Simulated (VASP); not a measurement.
# VSi16 (a cell with a defect) in VASP: single point with PBEsol

Aim: the single point of VSi16 (a cell with a defect) with PBEsol.

Program: VASP 6.6.1. These are calculated values, not measurements. Logs are shortened: lines on timing, memory, paths and dates and some standing lists are left out, and cuts for length are marked.

**1. The cell of the first run**

The cell holds a defect, 17 atoms: a = 7.683 Å, b = 7.683 Å, c = 7.683 Å, α = 60.00°, β = 60.00°, γ = 60.00°.

**2. Single point, PBEsol, collinear spin, ferromagnetic start**

INCAR

```
PREC     = Accurate       # precision mode
ENCUT    = 520            # plane-wave cutoff, eV
EDIFF    = 1E-6           # SCF threshold, eV
ISMEAR   = -1             # smearing method
SIGMA    = 0.05           # smearing width, eV
LREAL    = Auto         
LASPH    = T              # aspherical terms in the spheres
NELM     = 150            # most SCF steps
ALGO     = Normal         # electronic algorithm
ISIF     = 2              # what is computed and relaxed
LWAVE    = F              # write WAVECAR
LCHARG   = T              # write CHGCAR
ISPIN    = 2              # spin polarisation
MAGMOM   = 0 0 0 0 0 0 0 0 0 0 0 0 0 0 0 0 4 # initial moments
LORBIT   = 11             # projections on sites
LMAXMIX  = 4              # l up to which the mixer works
GGA      = PS             # functional
LELF     = T              # ELF
LVHAR    = T            
NELECT   = 76.0         
NBANDS   = 56             # bands
```

KPOINTS

```
regular mesh
0
Gamma
  3 3 3
```

POSCAR

```
VSi16
1.0
    0.0000000000      5.4327900000      5.4327900000
    5.4327900000      0.0000000000      5.4327900000
    5.4327900000      5.4327900000      0.0000000000
Si V
16 1
Direct
    0.0017740000      0.9932690000      0.9946450000
    0.5010260000      0.4971380000      0.5045790000
    0.1230220000      0.1188350000      0.1337660000
    0.6335730000      0.6181820000      0.6255470000
    0.0018810000      0.9982530000      0.4925150000
    0.4957410000      0.5019510000      0.0057620000
    0.1199870000      0.1289550000      0.6286690000
    0.6202150000      0.6279540000      0.1221580000
    0.0046180000      0.4984590000      0.9949640000
    0.4843090000      0.0067580000      0.5041840000
    0.1307170000      0.6252260000      0.1234340000
    0.6162930000      0.1416450000      0.6249410000
    0.4926710000      0.0040630000      0.0016540000
    0.0005800000      0.5021570000      0.5041870000
    0.6210880000      0.1233150000      0.1299890000
    0.1298670000      0.6207770000      0.6315630000
    0.3089420000      0.3119450000      0.3164410000
```

Potentials or basis: VASP PAW PBE potentials, release 64 (Si, V_sv).

On the command line:

```sh
$ cat potpaw_PBE.64/Si/POTCAR potpaw_PBE.64/V_sv/POTCAR > POTCAR
$ mpirun -np 1 vasp_std > vasp.out
```

OUTCAR:

```text
PREC = Accurate
   ENCUT = 520
   EDIFF = 1E-6
   ISMEAR = -1
   LREAL = Auto
   LASPH = T
   NELM = 150
   ISIF = 2
   ISPIN = 2
   LORBIT = 11
   GGA = PS
   NELECT = 76.0

 ion  position               nearest neighbor table
   1  0.002  0.993  0.995-   7 2.30  11 2.31  15 2.39   3 2.42
   2  0.501  0.497  0.505-  12 2.23  16 2.33   4 2.35   8 2.40
   3  0.123  0.119  0.134-   5 2.25  13 2.32   9 2.38   1 2.42
   4  0.634  0.618  0.626-  14 2.30   2 2.35   6 2.39  10 2.44
   5  0.002  0.998  0.493-   3 2.25  16 2.37   7 2.42  12 2.42
   6  0.496  0.502  0.006-  17 2.25  11 2.29   8 2.30  15 2.38   4 2.39
   7  0.120  0.129  0.629-  17 2.24  10 2.29   1 2.30  14 2.34   5 2.42
   8  0.620  0.628  0.122-   6 2.30  13 2.36   2 2.40   9 2.41
   9  0.005  0.498  0.995-  16 2.28   3 2.38  11 2.39   8 2.41
  10  0.484  0.007  0.504-  17 2.19   7 2.29  15 2.35  12 2.43   4 2.44
  11  0.131  0.625  0.123-  17 2.24   6 2.29   1 2.31  14 2.39   9 2.39
  12  0.616  0.142  0.625-   2 2.23  13 2.36   5 2.42  10 2.43
  13  0.493  0.004  0.002-   3 2.32  15 2.36   8 2.36  12 2.36
  14  0.001  0.502  0.504-  17 2.25   4 2.30   7 2.34  16 2.35  11 2.39
  15  0.621  0.123  0.130-  17 2.25  10 2.35  13 2.36   6 2.38   1 2.39
  16  0.130  0.621  0.632-   9 2.28   2 2.33  14 2.35   5 2.37
  17  0.309  0.312  0.316-  10 2.19   7 2.24  11 2.24  14 2.25  15 2.25   6 2.25

  LATTYP: Found a face centered cubic cell.
 ALAT       =    10.8655800000

  Lattice vectors:

 A1 = (   0.0000000000,   5.4327900000,   5.4327900000)
 A2 = (   5.4327900000,   0.0000000000,   5.4327900000)
 A3 = (   5.4327900000,   5.4327900000,   0.0000000000)

Analysis of symmetry for initial positions (statically):
=====================================================================
 Subroutine PRICEL returns:
 Original cell was already a primitive cell.

 Routine SETGRP: Setting up the symmetry group for a
 face centered cubic supercell.

 Subroutine GETGRP returns: Found  1 space group operations
 (whereof  1 operations were pure point group operations)
 out of a pool of 48 trial point group operations.

The static configuration has the point symmetry C_1 .

Analysis of symmetry for dynamics (positions and initial velocities):
=====================================================================
 Subroutine PRICEL returns:
 Original cell was already a primitive cell.

 Routine SETGRP: Setting up the symmetry group for a
 face centered cubic supercell.

 Subroutine GETGRP returns: Found  1 space group operations
 (whereof  1 operations were pure point group operations)
 out of a pool of 48 trial point group operations.

The dynamic configuration has the point symmetry C_1 .

Analysis of structural, dynamic, and magnetic symmetry:
=====================================================================
 Subroutine PRICEL returns:
 Original cell was already a primitive cell.

 Routine SETGRP: Setting up the symmetry group for a
 face centered cubic supercell.

 Subroutine GETGRP returns: Found  1 space group operations
 (whereof  1 operations were pure point group operations)
 out of a pool of 48 trial point group operations.

The overall configuration has the point symmetry C_1 .

 Subroutine INISYM returns: Found  1 space group operations
 (whereof  1 operations are pure point group operations),
 and found     1 'primitive' translations

----------------------------------------------------------------------------------------

                                     Primitive cell

  volume of cell :     320.6998

  direct lattice vectors                    reciprocal lattice vectors
     0.000000000  5.432790000  5.432790000    -0.092033743  0.092033743  0.092033743
     5.432790000  0.000000000  5.432790000     0.092033743 -0.092033743  0.092033743
     5.432790000  5.432790000  0.000000000     0.092033743  0.092033743 -0.092033743

  length of vectors
     7.683125300  7.683125300  7.683125300     0.159407119  0.159407119  0.159407119

  position of ions in fractional coordinates (direct lattice)
     0.001774000  0.993269000  0.994645000
     0.501026000  0.497138000  0.504579000
     0.123022000  0.118835000  0.133766000
     0.633573000  0.618182000  0.625547000
     0.001881000  0.998253000  0.492515000
     0.495741000  0.501951000  0.005762000
[... 9 lines left out ...]
     0.129867000  0.620777000  0.631563000
     0.308942000  0.311945000  0.316441000

[... 46 lines left out ...]
 Following reciprocal coordinates:
            Coordinates               Weight
  0.000000  0.000000  0.000000      1.000000
  0.333333  0.000000  0.000000      2.000000
  0.000000  0.333333  0.000000      2.000000
  0.000000  0.000000  0.333333      2.000000
  0.333333  0.333333  0.333333      2.000000
  0.333333  0.333333  0.000000      2.000000
  0.000000  0.333333  0.333333      2.000000
  0.333333  0.000000  0.333333      2.000000
 -0.333333  0.333333  0.000000      2.000000
  0.000000 -0.333333  0.333333      2.000000
  0.333333  0.000000 -0.333333      2.000000
  0.333333  0.333333 -0.333333      2.000000
 -0.333333  0.333333 -0.333333      2.000000
  0.333333 -0.333333 -0.333333      2.000000
   k-points           NKPTS =     14   k-points in BZ     NKDIM =     14   number of bands    NBANDS=     56
   number of dos      NEDOS =    301   number of ions     NIONS =     17
   total plane-waves  NPLWV = 216000
   dimension x,y,z NGX =    60 NGY =   60 NGZ =   60
   dimension x,y,z NGXF=   120 NGYF=  120 NGZF=  120
   ions per type =              16   1
   NGX,Y,Z   is equivalent  to a cutoff of  12.98, 12.98, 12.98 a.u.
   NGXF,Y,Z  is equivalent  to a cutoff of  25.97, 25.97, 25.97 a.u.
 SYSTEM =  unknown system
   PREC   = accura    normal or accurate (medium, high low for compatibility)
   ISTART =      0    job   : 0-new  1-cont  2-samecut
   ICHARG =      2    charge: 1-file 2-atom 10-const
   ISPIN  =      2    spin polarized calculation?
   LNONCOLLINEAR =      F non collinear calculations
   LSORBIT =      F    spin-orbit coupling
   LASPH  =      T    aspherical Exc in radial PAW
   ENCUT  =  520.0 eV  38.22 Ry    6.18 a.u.  14.29 14.29 14.29*2*pi/ulx,y,z
   NELM   =    150;   NELMIN=  2; NELMDL= -5     # of ELM steps
   EDIFF  = 0.1E-05   stopping-criterion for ELM
   LREAL  =      T    real-space projection
   EDIFFG = 0.1E-04   stopping-criterion for IOM
   NSW    =      0    number of steps for IOM
   IBRION =     -1    ionic relax: 0-MD 1-quasi-New 2-CG
   NFREE  =      0    steps in history (QN), initial steepest desc. (CG)
   ISIF   =      2    stress and relaxation
   ISYM   =      2    0-nonsym 1-usesym 2-fastsym
   POTIM  = 0.5000    time-step for ionic-motion
   TEBEG  =    0.0;   TEEND  =   0.0 temperature during run
   PSTRESS=    0.0 pullay stress
   NELECT =      76.0000    total number of electrons
   NUPDOWN=      -1.0000    fix difference up-down
   EMIN   =  10.00;   EMAX   =-10.00  energy-range for DOS
   EFERMI =   0.00;   METHOD = LEGACY
   ISMEAR =    -1;   SIGMA  =   0.05  broadening in eV -4-tet -1-fermi 0-gaus
   EFERMI_NEDOS =   21; number of points for ismear=-14 and -15
   IALGO  =     38    algorithm
   IMIX   =      4    mixing-type and parameters
     AMIX     =   0.40;   BMIX     =  1.00
     AMIX_MAG =   1.60;   BMIX_MAG =  1.00
  volume/ion in A,a.u.               =      18.86       127.31
  Fermi-wavevector in a.u.,A,eV,Ry     =   1.013086  1.914456 13.964256  1.026344
  Thomas-Fermi vector in A             =   2.146234
   LORBIT       =     11    0 simple, 1 ext, 2 COOP (PROOUT), +10 PAW based schemes
   GGA     = PS    functional components
   LHFCALC =     F    Hartree Fock is set to
   AEXX    =    0.0000 exact exchange contribution
   IVDW    =     0    specifies the selected vdW correction
   LEPSILON=     F    determine dielectric tensor
   LRPA    =     F    only Hartree local field effects (RPA)
 spin polarized calculation
  energy-cutoff  :      520.00
  volume of cell :      320.70
 maximum number of plane-waves:      8657
 NGX is ok and might be reduce to    60
   NGX = 29   NGY = 29   NGZ = 29

 number of electron      76.0000000 magnetization       2.2098433

 Free energy of the ion-electron system (eV)
  ---------------------------------------------------
  ext. energy  EPLUGINS =         0.00000000
  ---------------------------------------------------
  free energy    TOTEN  =      -103.57196621 eV

  energy without entropy =     -103.52011275  energy(sigma->0) =     -103.54603948

 E-fermi :   6.4776     XC(G=0):  -9.7847

 val. band max:        6.4550358329   @ k =   0.3333   0.0000  -0.3333
 cond. band min:       6.4884040073   @ k =   0.3333  -0.3333  -0.3333
 fundamental gap:      0.0333681744
 Fermi energy:         6.4776401337

 spin component 1

 k-point     1 :       0.0000    0.0000    0.0000
  band No.  band energies     occupation
      1     -57.4527      1.00000
      2     -31.6230      1.00000
      3     -31.6063      1.00000
      4     -31.5757      1.00000
      5      -5.9081      1.00000
      6      -3.6365      1.00000
[... 731 lines left out ...]
     49       9.5238      0.00000
     50       9.7674      0.00000
 Fermi energy:         6.4776401337

 spin component 2

 k-point     1 :       0.0000    0.0000    0.0000
  band No.  band energies     occupation
      1     -56.1478      1.00000
      2     -30.4309      1.00000
      3     -30.4007      1.00000
      4     -30.0930      1.00000
      5      -5.8349      1.00000
      6      -3.5803      1.00000
[... 731 lines left out ...]
     49       9.6606      0.00000
     50       9.8817      0.00000
 [bands above 50 left out]

------------------------ aborting loop because EDIFF is reached ----------------------------------------

  FORCE on cell =-STRESS in cart. coord.  units (eV):
  Direction    XX          YY          ZZ          XY          YZ          ZX
  --------------------------------------------------------------------------------------
  -------------------------------------------------------------------------------------
  Total        1.7941836      2.1011915      2.1162057     -4.0932937     -5.3944731     -4.7236962
  in kB        8.9635228     10.4972964     10.5723055    -20.4495963    -26.9501298    -23.5990102
  external PRESSURE =      10.0110416 kB  Pullay stress =       0.0000000 kB

 VOLUME and BASIS-vectors are now :
 -----------------------------------------------------------------------------
  energy-cutoff  :      520.00
  volume of cell :      320.70
      direct lattice vectors                 reciprocal lattice vectors
     0.000000000  5.432790000  5.432790000    -0.092033743  0.092033743  0.092033743
     5.432790000  0.000000000  5.432790000     0.092033743 -0.092033743  0.092033743
     5.432790000  5.432790000  0.000000000     0.092033743  0.092033743 -0.092033743

 POSITION                                       TOTAL-FORCE (eV/Angst)
 -----------------------------------------------------------------------------------
     10.79992      5.41334      5.40586         1.190642      0.419920      0.201616
      5.44212      5.46324      5.42282         0.270387     -0.886069      1.019860
      1.37233      1.39508      1.31396        -0.579692     -1.137929      0.483618
      6.75692      6.84053      6.80052         0.670867     -0.630463     -0.217737
      8.09903      2.68595      5.43352         1.034958      0.462161     -0.763670
      2.75830      2.72456      5.42025        -1.225771     -0.499181      2.649061
[... 9 lines left out ...]
      6.80370      4.13669      4.07809        -0.076022     -0.467729      0.451511
      3.41389      3.39757      3.37315         0.078904     -0.612913      0.224145
 -----------------------------------------------------------------------------------
    total drift:                               -0.000318      0.005971      0.001195

  FREE ENERGIE OF THE ION-ELECTRON SYSTEM (eV)
  ---------------------------------------------------
  free  energy   TOTEN  =      -103.5719662137 eV

  energy  without entropy=     -103.5201127482  energy(sigma->0) =     -103.54603948

 total charge

# of ion       s       p       d       tot
------------------------------------------
    1        0.754   0.902   0.000   1.656
    2        0.751   0.947   0.000   1.697
    3        0.750   0.933   0.000   1.684
    4        0.757   0.890   0.000   1.647
    5        0.759   0.905   0.000   1.664
    6        0.758   0.971   0.000   1.729
[... 9 lines left out ...]
   16        0.757   0.928   0.000   1.685
   17        2.292   6.270   3.602  12.164
--------------------------------------------------
tot         14.414  21.163   3.602  39.180

 magnetization (x)

# of ion       s       p       d       tot
------------------------------------------
    1        0.003   0.004   0.000   0.007
    2        0.003  -0.000   0.000   0.002
    3        0.003  -0.001   0.000   0.002
    4        0.003   0.006   0.000   0.009
    5        0.004   0.009   0.000   0.014
    6       -0.000   0.006   0.000   0.006
[... 9 lines left out ...]
   16        0.004   0.009   0.000   0.013
   17        0.020   0.019   1.385   1.424
--------------------------------------------------
tot          0.057   0.112   1.385   1.554
```

It took 8 min on 1 thread of Intel Xeon 6975P-C (Granite Rapids), shared host; peak memory 0.8 GiB.

Results:

| Property | Result |
| --- | --- |
| Free energy | -103.5720 eV |
| Largest force | 4.197 eV/Å |
| Net moment | 2.21 μB per cell |
| Site moments | Si +0.01, +0.00 (each value once); V +1.42 μB |
| Valence electrons inside the program's atomic spheres | Si 1.66, 1.70, 1.68, 1.65, 1.73, 1.72, 1.67, 1.69 (each value once); V 12.16 |

Forces in eV/Å, atoms in the order of the input:
```
Si   1.191  0.420  0.202
Si   0.270 -0.886  1.020
Si  -0.580 -1.138  0.484
Si   0.671 -0.630 -0.218
Si   1.035  0.462 -0.764
Si  -1.226 -0.499  2.649
Si   0.188 -0.210 -2.861
Si   0.345  0.840  0.465
Si   0.594  0.353 -0.830
Si  -1.001  4.049 -0.461
Si   0.435 -2.636 -0.177
Si  -1.207  0.864 -0.791
Si  -0.283  0.050  0.062
Si   2.126 -0.370 -0.105
Si  -2.561  0.412  0.650
Si  -0.076 -0.468  0.452
V    0.079 -0.613  0.224
```

Caveat: the cell carries a net charge on a neutralising background, which shifts energy and pressure; the cell is charged against a uniform background, so pressure and absolute levels hang on convention; the PAW data sets were made with another functional, which shifts forces and pressure a little.
